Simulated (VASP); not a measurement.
Set up this calculation in VASP 6.6.1, as the native input.

* Task: single point
* Functional: PBE
* Potentials or basis: VASP PAW PBE potentials, release 64 (Ti_sv, O)
* Cutoff: 520 eV
* k mesh: 6 × 6 × 9
* Occupations: fermi-dirac, width 0.05 eV
* Spin: no spin polarisation
* Dipole correction: no
* Further INCAR settings: ALGO = Normal; EDIFF = 1e-07; NBANDS = 33

The structure of TiO2 lies in POSCAR:

```
TiO2
1.0
    4.6433190154      0.0000000000      0.0000000000
    0.0000000000      4.6433190154      0.0000000000
    0.0000000000      0.0000000000      2.9638601953
Ti O
2 4
Direct
    0.0000000000      0.0000000000      0.5000000000
    0.5000000000      0.5000000000      0.0000000000
    0.3051281366      0.3051281366      0.5000000000
    0.1948718634      0.8051281366      0.0000000000
    0.8051281366      0.1948718634      0.0000000000
    0.6948718634      0.6948718634      0.5000000000
```

One way to write it, as run:

INCAR

```
PREC = Accurate ; ENCUT = 520
EDIFF = 1E-7 ; ISMEAR = -1
SIGMA = 0.05 ; LREAL = F
LASPH = T ; NELM = 100
ALGO = Normal ; ISIF = 2
LWAVE = F ; LCHARG = F
GGA = PE ; NBANDS = 33
```

KPOINTS

```
regular mesh
0
Gamma
  6 6 9
```

Potentials or basis: VASP PAW PBE potentials, release 64 (Ti_sv, O).

Command:

```console
$ cat potpaw_PBE.64/Ti_sv/POTCAR potpaw_PBE.64/O/POTCAR > POTCAR
$ mpirun -np 1 vasp_std > vasp.out
```

Results of the run:

```json
{
 "Pressure": "0.7 GPa",
 "Largest force": "0.029 eV/Å",
 "Band gap on the k mesh": "1.83 eV, direct"
}
```

It took 2.1 min on 1 thread of Intel(R) Xeon(R) Platinum 8488C (Sapphire Rapids), on a shared host, peak memory 0.22 GiB.
